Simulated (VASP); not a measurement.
Si3N4:

```xyz
14
Lattice="7.6170 0.0000 0.0000 -3.8085 6.5965 0.0000 0.0000 0.0000 2.9134" Properties=species:S:1:pos:R:3 pbc="T T T"
Si   -1.5990    5.0657    0.7284
Si    2.4304    1.1481    2.1851
Si    0.2209    2.6789    0.7284
Si    5.4075    1.5308    2.1851
Si    1.3781    5.4484    0.7284
Si    3.5876    3.9176    2.1851
N     0.0000    4.3977    0.7284
N     3.8085    2.1988    2.1851
N     2.3977    0.1979    0.7284
N     1.0275    2.1755    2.1851
N     6.2467    1.9776    0.7284
N     1.4108    6.3986    2.1851
N     2.7810    4.4211    0.7284
N    -2.4382    4.6190    2.1851
```

Base run:

| Property | Result |
| --- | --- |
| Program | VASP 6.6.1 |
| Functional | PBEsol |
| Potentials or basis | VASP PAW PBE potentials, release 64 (Si, N) |
| Cutoff | 520 eV |
| k mesh | 4 × 4 × 9 |
| Occupations | fermi-dirac, width 0.02 eV |
| Spin | no spin polarisation |

Its results: band gap on the k mesh 4.18 eV (least direct gap 4.36 eV); pressure 0.5 GPa; largest force 0.031 eV/Å.

Problem. The run is repeated on the same cell with these changes: functional from PBEsol to LDA; potentials or basis from VASP PAW PBE potentials, release 64 (Si, N) to VASP PAW LDA potentials, release 64 (Si, N). What comes out?

Solution. Band gap on the k mesh 4.13 eV (least direct gap 4.31 eV); pressure -4.4 GPa; largest force 0.031 eV/Å.

Caveats: the PAW data sets were made with another functional, which shifts forces and pressure a little (at least some runs); the cell stands under tension (at least some runs).

A k mesh can miss the band edges.
